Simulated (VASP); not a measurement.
# Nb (Im-3m) in VASP: settings compared

The runs below take Nb through single point, with PBE, PBE+D4, PBEsol.

Program: VASP 6.6.1. These are calculated values, not measurements. Logs are shortened: lines on timing, memory, paths and dates and some standing lists are left out, and cuts for length are marked.

## 1. The cell of the first run

It takes space group Im-3m (No. 229, cubic). Conventional cell: a = 3.318 Å, b = 3.318 Å, c = 3.318 Å, α = 90.00°, β = 90.00°, γ = 90.00°. Within 3.8 Å of Nb (site symmetry m-3m) lie 14 Nb at 2.87 to 3.32 Å.

## 2. Single point, PBE

INCAR

```
SYSTEM = Nb
PREC = Accurate
ENCUT = 500
EDIFF = 1E-6
ISMEAR = 0
SIGMA = 0.1
LREAL = .FALSE.
LASPH = .TRUE.
NELM = 120
ALGO = Normal
ISIF = 2
LWAVE = .FALSE.
LCHARG = .TRUE.
GGA = PE
LELF = .TRUE.
LVHAR = .TRUE.
NBANDS = 12
NELECT = 12.0
GGA_COMPAT = .FALSE.
```

KPOINTS

```
regular mesh
0
G
  10 10 10
  0 0 0
```

POSCAR

```
Nb
1.0
   -1.6588161896      1.6588161896      1.6588161896
    1.6588161896     -1.6588161896      1.6588161896
    1.6588161896      1.6588161896     -1.6588161896
Nb
1
Direct
    0.0000000000      0.0000000000      0.0000000000
```

Potentials or basis: VASP PAW PBE potentials, release 64 (Nb_sv).

Command:

```console
cat potpaw_PBE.64/Nb_sv/POTCAR > POTCAR
mpirun -np 1 vasp_std > vasp.out
```

OUTCAR:

```text
SYSTEM = Nb
   PREC = Accurate
   ENCUT = 500
   EDIFF = 1E-6
   ISMEAR = 0
   LREAL = .FALSE.
   LASPH = .TRUE.
   NELM = 120
   ISIF = 2
   GGA = PE
   NELECT = 12.0

 ion  position               nearest neighbor table
   1  0.000  0.000  0.000-

  LATTYP: Found a body centered cubic cell.
 ALAT       =     3.3176323792

  Lattice vectors:

 A1 = (  -1.6588161896,   1.6588161896,   1.6588161896)
 A2 = (   1.6588161896,  -1.6588161896,   1.6588161896)
 A3 = (   1.6588161896,   1.6588161896,  -1.6588161896)

Analysis of symmetry for initial positions (statically):
=====================================================================
 Subroutine PRICEL returns:
 Original cell was already a primitive cell.

 Routine SETGRP: Setting up the symmetry group for a
 body centered cubic supercell.

 Subroutine GETGRP returns: Found 48 space group operations
 (whereof 48 operations were pure point group operations)
 out of a pool of 48 trial point group operations.

The static configuration has the point symmetry O_h .

Analysis of symmetry for dynamics (positions and initial velocities):
=====================================================================
 Subroutine PRICEL returns:
 Original cell was already a primitive cell.

 Routine SETGRP: Setting up the symmetry group for a
 body centered cubic supercell.

 Subroutine GETGRP returns: Found 48 space group operations
 (whereof 48 operations were pure point group operations)
 out of a pool of 48 trial point group operations.

The dynamic configuration has the point symmetry O_h .

 Subroutine INISYM returns: Found 48 space group operations
 (whereof 48 operations are pure point group operations),
 and found     1 'primitive' translations

----------------------------------------------------------------------------------------

                                     Primitive cell

  volume of cell :      18.2581

  direct lattice vectors                    reciprocal lattice vectors
    -1.658816190  1.658816190  1.658816190     0.000000000  0.301419773  0.301419773
     1.658816190 -1.658816190  1.658816190     0.301419773  0.000000000  0.301419773
     1.658816190  1.658816190 -1.658816190     0.301419773  0.301419773  0.000000000

  length of vectors
     2.873153921  2.873153921  2.873153921     0.426271932  0.426271932  0.426271932

  position of ions in fractional coordinates (direct lattice)
     0.000000000  0.000000000  0.000000000

  ion indices of the primitive-cell ions
   primitive index   ion index
                 1           1

----------------------------------------------------------------------------------------

 KPOINTS: regular mesh

Automatic generation of k-mesh.
 Grid dimensions read from file:
 generate k-points for:   10   10   10

 Generating k-lattice:

  Cartesian coordinates                     Fractional coordinates (reciprocal lattice)
     0.000000000  0.030141977  0.030141977     0.100000000  0.000000000  0.000000000
     0.030141977  0.000000000  0.030141977     0.000000000  0.100000000  0.000000000
     0.030141977  0.030141977  0.000000000     0.000000000  0.000000000  0.100000000

  Length of vectors
     0.042627193  0.042627193  0.042627193

  Shift w.r.t. Gamma in fractional coordinates (k-lattice)
     0.000000000  0.000000000  0.000000000

 Subroutine IBZKPT returns following result:
 ===========================================

 Found     47 irreducible k-points:

 Following reciprocal coordinates:
            Coordinates               Weight
  0.000000  0.000000  0.000000      1.000000
  0.100000  0.000000  0.000000     12.000000
  0.200000  0.000000  0.000000     12.000000
  0.300000  0.000000  0.000000     12.000000
  0.400000  0.000000  0.000000     12.000000
  0.500000  0.000000  0.000000      6.000000
[... 16 lines left out ...]
  0.300000  0.300000  0.100000      8.000000
 -0.300000  0.300000  0.100000     24.000000
 [... further k-points ...]
   k-points           NKPTS =     47   k-points in BZ     NKDIM =     47   number of bands    NBANDS=     12
   number of dos      NEDOS =    301   number of ions     NIONS =      1
   total plane-waves  NPLWV =  13824
   dimension x,y,z NGX =    24 NGY =   24 NGZ =   24
   dimension x,y,z NGXF=    48 NGYF=   48 NGZF=   48
   ions per type =               1
   NGX,Y,Z   is equivalent  to a cutoff of  13.89, 13.89, 13.89 a.u.
   NGXF,Y,Z  is equivalent  to a cutoff of  27.77, 27.77, 27.77 a.u.
 SYSTEM =  Nb
   PREC   = accura    normal or accurate (medium, high low for compatibility)
   ISTART =      0    job   : 0-new  1-cont  2-samecut
   ICHARG =      2    charge: 1-file 2-atom 10-const
   ISPIN  =      1    spin polarized calculation?
   LNONCOLLINEAR =      F non collinear calculations
   LSORBIT =      F    spin-orbit coupling
   LASPH  =      T    aspherical Exc in radial PAW
   ENCUT  =  500.0 eV  36.75 Ry    6.06 a.u.   5.24  5.24  5.24*2*pi/ulx,y,z
   NELM   =    120;   NELMIN=  2; NELMDL= -5     # of ELM steps
   EDIFF  = 0.1E-05   stopping-criterion for ELM
   LREAL  =      F    real-space projection
   EDIFFG = 0.1E-04   stopping-criterion for IOM
   NSW    =      0    number of steps for IOM
   IBRION =     -1    ionic relax: 0-MD 1-quasi-New 2-CG
   NFREE  =      0    steps in history (QN), initial steepest desc. (CG)
   ISIF   =      2    stress and relaxation
   ISYM   =      2    0-nonsym 1-usesym 2-fastsym
   POTIM  = 0.5000    time-step for ionic-motion
   TEBEG  =    0.0;   TEEND  =   0.0 temperature during run
   PSTRESS=    0.0 pullay stress
   NELECT =      12.0000    total number of electrons
   NUPDOWN=      -1.0000    fix difference up-down
   EMIN   =  10.00;   EMAX   =-10.00  energy-range for DOS
   EFERMI =   0.00;   METHOD = LEGACY
   ISMEAR =     0;   SIGMA  =   0.10  broadening in eV -4-tet -1-fermi 0-gaus
   EFERMI_NEDOS =   21; number of points for ismear=-14 and -15
   IALGO  =     38    algorithm
   IMIX   =      4    mixing-type and parameters
     AMIX     =   0.40;   BMIX     =  1.00
     AMIX_MAG =   1.60;   BMIX_MAG =  1.00
  volume/ion in A,a.u.               =      18.26       123.21
  Fermi-wavevector in a.u.,A,eV,Ry     =   1.423367  2.689774 27.565056  2.025974
  Thomas-Fermi vector in A             =   2.543972
   LORBIT       =      0    0 simple, 1 ext, 2 COOP (PROOUT), +10 PAW based schemes
   GGA     = PE    functional components
   LHFCALC =     F    Hartree Fock is set to
   AEXX    =    0.0000 exact exchange contribution
   IVDW    =     0    specifies the selected vdW correction
   LEPSILON=     F    determine dielectric tensor
   LRPA    =     F    only Hartree local field effects (RPA)
 non-spin polarized calculation
 Gauss-broadening in eV      SIGMA  =   0.10
  energy-cutoff  :      500.00
  volume of cell :       18.26
 maximum number of plane-waves:       476
 NGX is ok and might be reduce to    24
   NGX = 11   NGY = 11   NGZ = 11

 number of electron      11.9999999 magnetization

 Free energy of the ion-electron system (eV)
  ---------------------------------------------------
  ext. energy  EPLUGINS =         0.00000000
  ---------------------------------------------------
  free energy    TOTEN  =       -21.12676435 eV

  energy without entropy =      -21.12228547  energy(sigma->0) =      -21.12452491

 E-fermi :  10.6984     XC(G=0): -11.8282

 val. band max:       10.6483629164   @ k =   0.3000   0.3000   0.1000
 cond. band min:      10.7043533503   @ k =  -0.2000   0.3000   0.1000
 fundamental gap:      0.0559904339
 Fermi energy:        10.6983507271

 k-point     1 :       0.0000    0.0000    0.0000
  band No.  band energies     occupation
      1     -43.7218      2.00000
      2     -19.0240      2.00000
      3     -19.0240      2.00000
      4     -19.0240      2.00000
      5       5.9621      2.00000
      6      11.5244      0.00000
      7      11.5244      0.00000
      8      11.5244      0.00000
      9      14.3395      0.00000
     10      14.3395      0.00000
     11      25.9705      0.00000
     12      25.9705      0.00000

 k-point     2 :       0.1000    0.0000    0.0000
  band No.  band energies     occupation
      1     -43.7011      2.00000
      2     -19.1475      2.00000
      3     -19.0623      2.00000
      4     -19.0248      2.00000
      5       6.3490      2.00000
      6      11.3025      0.00000
      7      11.4724      0.00000
      8      11.8991      0.00000
      9      14.0414      0.00000
     10      14.3463      0.00000
     11      26.2476      0.00000
     12      26.6411      0.00000

 k-point     3 :       0.2000    0.0000    0.0000
  band No.  band energies     occupation
      1     -43.6465      2.00000
      2     -19.4629      2.00000
      3     -19.1613      2.00000
      4     -19.0270      2.00000
      5       7.3057      2.00000
      6      10.7765      0.26878
      7      11.2623      0.00000
      8      12.9737      0.00000
      9      13.7709      0.00000
     10      14.4085      0.00000
     11      26.4022      0.00000
     12      27.6265      0.00000
[... 286 lines left out ...]
 k-point    23 :       0.3000    0.3000    0.1000
  band No.  band energies     occupation
      1     -43.4831      2.00000
      2     -19.8010      2.00000
      3     -19.8010      2.00000
      4     -19.2880      2.00000
      5       9.3517      2.00000
      6      10.6484      1.52040
      7      10.6484      1.52039
      8      14.9131      0.00000
      9      14.9131      0.00000
     10      21.3817      0.00000
     11      22.2123      0.00000
     12      22.2123      0.00000

 k-point    24 :      -0.3000    0.3000    0.1000
  band No.  band energies     occupation
      1     -43.5614      2.00000
      2     -19.8204      2.00000
      3     -19.3240      2.00000
      4     -19.1204      2.00000
      5       8.3751      2.00000
      6      10.5823      1.89917
      7      11.1524      0.00000
      8      13.2470      0.00000
      9      14.4577      0.00000
     10      15.2258      0.00000
     11      25.4572      0.00000
     12      26.9617      0.00000

 [... further k-points ...]
[... 5 lines left out ...]
  --------------------------------------------------------------------------------------
  -------------------------------------------------------------------------------------
  Total      -13.7985881    -13.7985881    -13.7985881      0.0000000      0.0000000     -0.0000000
  in kB    -1210.8502810  -1210.8502810  -1210.8502810      0.0000000      0.0000000     -0.0000000
  external PRESSURE =   -1210.8502810 kB  Pullay stress =       0.0000000 kB

 VOLUME and BASIS-vectors are now :
 -----------------------------------------------------------------------------
  energy-cutoff  :      500.00
  volume of cell :       18.26
      direct lattice vectors                 reciprocal lattice vectors
    -1.658816190  1.658816190  1.658816190     0.000000000  0.301419773  0.301419773
     1.658816190 -1.658816190  1.658816190     0.301419773  0.000000000  0.301419773
     1.658816190  1.658816190 -1.658816190     0.301419773  0.301419773  0.000000000

 POSITION                                       TOTAL-FORCE (eV/Angst)
 -----------------------------------------------------------------------------------
      0.00000      0.00000      0.00000         0.000000      0.000000     -0.000000
 -----------------------------------------------------------------------------------
    total drift:                                0.000000      0.000000     -0.000000

  FREE ENERGIE OF THE ION-ELECTRON SYSTEM (eV)
  ---------------------------------------------------
  free  energy   TOTEN  =       -21.1267643464 eV

  energy  without entropy=      -21.1222854651  energy(sigma->0) =      -21.12452491
```

Run time: 15 s. Hardware: 1 thread of Intel Xeon 8259CL, shared host; peak memory 0.14 GiB.

Results:

```
Free energy : -21.1268 eV
```

Caveat: the cell carries a net charge on a neutralising background, which shifts energy and pressure; the cell is charged against a uniform background, so pressure and absolute levels hang on convention.

## 3. Single point, PBE

INCAR

```
PREC     = Accurate       # precision mode
ENCUT    = 500            # plane-wave cutoff, eV
EDIFF    = 1E-6           # SCF threshold, eV
ISMEAR   = 0              # smearing method
SIGMA    = 0.0056         # smearing width, eV
LREAL    = False          # projectors in reciprocal space
LASPH    = True           # aspherical terms in the spheres
NELM     = 120            # most SCF steps
ALGO     = Normal         # electronic algorithm
ISIF     = 2              # what is computed and relaxed
LWAVE    = False          # write WAVECAR
LCHARG   = False          # write CHGCAR
GGA      = PE             # functional
NBANDS   = 12             # bands
GGA_COMPAT= False
```

KPOINTS

```
Automatic mesh
0
Gamma
  10 10 10
```

POSCAR is that of step 2.

Potentials or basis: VASP PAW PBE potentials, release 64 (Nb_sv).

Command:

```console
cat potpaw_PBE.64/Nb_sv/POTCAR > POTCAR
mpirun -np 1 vasp_std > vasp.out
```

It took 15 s on 1 thread of Intel Xeon 8259CL, shared host; peak memory 0.14 GiB.

The run converged. Its results:

| Quantity | Value |
| --- | --- |
| Free energy | -10.1933 eV |
| Pressure | -1.2 GPa |

Levels at points of the mesh, in eV from the Fermi level:
| k point | band 3 | band 4 | band 5 | band 6 | band 7 | band 8 | band 9 | band 10 |
| --- | --- | --- | --- | --- | --- | --- | --- | --- |
| (0.00, 0.00, 0.00) | -29.70 | -29.70 | -5.92 | 0.37 | 0.37 | 0.37 | 3.24 | 3.24 |
| (0.50, 0.00, 0.00) | -30.12 | -29.72 | -3.67 | -1.62 | 2.22 | 3.26 | 3.93 | 6.27 |
| (0.50, 0.50, 0.50) | -30.60 | -30.60 | -3.64 | -3.64 | 5.52 | 5.52 | 5.52 | 8.96 |

## 4. Single point, PBE+D4

INCAR

```
ALGO = Normal
EDIFF = 1E-6
ENCUT = 500
GGA = PE
GGA_COMPAT = F
ISIF = 2
ISMEAR = -1
IVDW = 13
LASPH = T
LCHARG = F
LREAL = F
LWAVE = F
NBANDS = 12
NELM = 120
PREC = Accurate
SIGMA = 0.042
```

KPOINTS

```
k-points
0
Gamma
  10 10 10
```

POSCAR is that of step 3.

Potentials or basis: VASP PAW PBE potentials, release 64 (Nb_sv).

Command:

```console
cat potpaw_PBE.64/Nb_sv/POTCAR > POTCAR
mpirun -np 1 vasp_std > vasp.out
```

OUTCAR:

```text
EDIFF = 1E-6
   ENCUT = 500
   GGA = PE
   ISIF = 2
   ISMEAR = -1
   IVDW = 13
   LASPH = T
   LREAL = F
   NELM = 120
   PREC = Accurate

 ion  position               nearest neighbor table
   1  0.000  0.000  0.000-

  LATTYP: Found a body centered cubic cell.
 ALAT       =     3.3176323792

  Lattice vectors:

 A1 = (  -1.6588161896,   1.6588161896,   1.6588161896)
 A2 = (   1.6588161896,  -1.6588161896,   1.6588161896)
 A3 = (   1.6588161896,   1.6588161896,  -1.6588161896)

Analysis of symmetry for initial positions (statically):
=====================================================================
 Subroutine PRICEL returns:
 Original cell was already a primitive cell.

 Routine SETGRP: Setting up the symmetry group for a
 body centered cubic supercell.

 Subroutine GETGRP returns: Found 48 space group operations
 (whereof 48 operations were pure point group operations)
 out of a pool of 48 trial point group operations.

The static configuration has the point symmetry O_h .

Analysis of symmetry for dynamics (positions and initial velocities):
=====================================================================
 Subroutine PRICEL returns:
 Original cell was already a primitive cell.

 Routine SETGRP: Setting up the symmetry group for a
 body centered cubic supercell.

 Subroutine GETGRP returns: Found 48 space group operations
 (whereof 48 operations were pure point group operations)
 out of a pool of 48 trial point group operations.

The dynamic configuration has the point symmetry O_h .

 Subroutine INISYM returns: Found 48 space group operations
 (whereof 48 operations are pure point group operations),
 and found     1 'primitive' translations

----------------------------------------------------------------------------------------

                                     Primitive cell
[... 114 lines left out ...]
   GGA     = PE    functional components
   LHFCALC =     F    Hartree Fock is set to
   AEXX    =    0.0000 exact exchange contribution
   IVDW    =    13    specifies the selected vdW correction
   LEPSILON=     F    determine dielectric tensor
   LRPA    =     F    only Hartree local field effects (RPA)
 non-spin polarized calculation
  energy-cutoff  :      500.00
  volume of cell :       18.26
 maximum number of plane-waves:       476
 NGX is ok and might be reduce to    24
   NGX = 11   NGY = 11   NGZ = 11

 number of electron      12.9999999 magnetization

 Free energy of the ion-electron system (eV)
  ---------------------------------------------------
  ext. energy  EPLUGINS =         0.00000000
  ---------------------------------------------------
  free energy    TOTEN  =       -10.19742998 eV

  energy without entropy =      -10.18691530  energy(sigma->0) =      -10.19217264

 E-fermi :  11.0132     XC(G=0): -12.4294

 val. band max:       10.9918827962   @ k =  -0.2000   0.2000   0.2000
 cond. band min:      11.0546044923   @ k =  -0.2000   0.2000   0.1000
 fundamental gap:      0.0627216961
 Fermi energy:        11.0132487275

 k-point     1 :       0.0000    0.0000    0.0000
  band No.  band energies     occupation
      1     -43.3864      2.00000
      2     -18.7130      2.00000
      3     -18.7130      2.00000
      4     -18.7130      2.00000
      5       5.0727      2.00000
      6      11.3655      0.00046
      7      11.3655      0.00046
      8      11.3655      0.00046
      9      14.2304      0.00000
     10      14.2304      0.00000
     11      25.1732      0.00000
     12      25.1732      0.00000
[... 331 lines left out ...]
 k-point    24 :      -0.3000    0.3000    0.1000
  band No.  band energies     occupation
      1     -43.2177      2.00000
      2     -19.5670      2.00000
      3     -19.0310      2.00000
      4     -18.8169      2.00000
      5       7.6987      2.00000
      6      10.3402      2.00000
      7      10.7182      1.99822
      8      13.0640      0.00000
      9      14.3980      0.00000
     10      15.1459      0.00000
     11      24.7455      0.00000
     12      26.5222      0.00000

 [... further k-points ...]

------------------------ aborting loop because EDIFF is reached ----------------------------------------

  DFT-D4 for vdW energy calculation

  Edisp (eV):   -0.32920

  FORCE on cell =-STRESS in cart. coord.  units (eV):
  Direction    XX          YY          ZZ          XY          YZ          ZX
  --------------------------------------------------------------------------------------
  -------------------------------------------------------------------------------------
  Total      -0.45710    -0.45710    -0.45710    -0.00000    -0.00000    -0.00000
  in kB     -40.11096   -40.11096   -40.11096    -0.00000    -0.00000    -0.00000
  external pressure =      -40.11 kB  Pullay stress =        0.00 kB

 VOLUME and BASIS-vectors are now :
 -----------------------------------------------------------------------------
  energy-cutoff  :      500.00
  volume of cell :       18.26
      direct lattice vectors                 reciprocal lattice vectors
    -1.658816190  1.658816190  1.658816190     0.000000000  0.301419773  0.301419773
     1.658816190 -1.658816190  1.658816190     0.301419773  0.000000000  0.301419773
     1.658816190  1.658816190 -1.658816190     0.301419773  0.301419773  0.000000000

 POSITION                                       TOTAL-FORCE (eV/Angst)
 -----------------------------------------------------------------------------------
      0.00000      0.00000      0.00000         0.000000     -0.000000      0.000000
 -----------------------------------------------------------------------------------
    total drift:                               -0.000000      0.000000     -0.000000

  FREE ENERGIE OF THE ION-ELECTRON SYSTEM (eV)
  ---------------------------------------------------
  free  energy   TOTEN  =       -10.5266259538 eV

  energy  without entropy=      -10.5161112753  energy(sigma->0) =      -10.52136861
```

Wall time 15 s (1 thread of Intel Xeon 8259CL, shared host); peak memory 0.14 GiB.

Results:

```
Free energy                : -10.5266 eV
Pressure                   : -4.0 GPa
Dispersion energy per atom : -0.329 eV
```

Caveat: pairwise dispersion overbinds metals, which lowers pressure and volume.

[end of part 1 of 2]
